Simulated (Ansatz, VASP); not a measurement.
Fe: VASP beside Ansatz

The input INCAR:

```
PREC = Accurate
ENCUT = 520
EDIFF = 1E-7
ISMEAR = -1
SIGMA = 0.1
LREAL = False
LASPH = True
NELM = 150
ALGO = Normal
ISIF = 2
LWAVE = False
LCHARG = False
ISPIN = 2
MAGMOM = 2.5
LORBIT = 11
LMAXMIX = 4
GGA = PE
NBANDS = 14
```

The input KPOINTS:

```
Automatic mesh
0
Gamma
  21 21 21
```

POSCAR

```
Fe
1.0
   -1.3031535906      1.3031535906      1.3031535906
    1.3031535906     -1.3031535906      1.3031535906
    1.3031535906      1.3031535906     -1.3031535906
Fe
1
Direct
    0.0000000000      0.0000000000      0.0000000000
```

Input for Ansatz:

```yaml
crystal:
  lattice:
    - [-1.3031535906, 1.3031535906, 1.3031535906]
    - [1.3031535906, -1.3031535906, 1.3031535906]
    - [1.3031535906, 1.3031535906, -1.3031535906]
  atoms:
    - { symbol: Fe, position: [0.0, 0.0, 0.0], spin: 2.5 }
magnetization:
  spin_polarized: true
kpoints:
  mp_grid: { grid: [21, 21, 21] }
scf:
  occupations: { method: fermi_dirac, width: 0.1 }
hamiltonian:
  xc: pbe
  pseudopotentials: { kind: all_electron, lapw: { basis_error: 0.001 } }
output:
  forces: true
  stress: true
  eigenvalues: true
  populations: true
```

Change from the starting cell: volume scaled by 0.78, LAPW.

Alike in both runs: task single point; functional PBE; k mesh 21 × 21 × 21; occupations fermi-dirac, width 0.1 eV; collinear spin.

```csv
,VASP,Ansatz
version,VASP 6.6.1,Ansatz 0.2.0
potentials or method,"VASP PAW PBE potentials, release 64 (Fe), cutoff 520 eV","all-electron LAPW, scalar-relativistic"
```

|  | VASP | Ansatz | Ansatz less VASP |
| --- | --- | --- | --- |
| pressure (GPa) | 85.4 | 86.1 | +0.69 |
| net moment per atom (μB) | 1.72 | 1.70 | -0.011 |
| size of the moment on the site where the two differ most (μB) | 1.68 | 1.73 | +0.055 |

Site moments also hang on the region over which each program counts them. Both programs put the cell under a high pressure, so it lies far from rest at this level. Ansatz ran all-electron here, and VASP with PAW potentials.

Noted on VASP's run: the cell as given lies far from equilibrium.
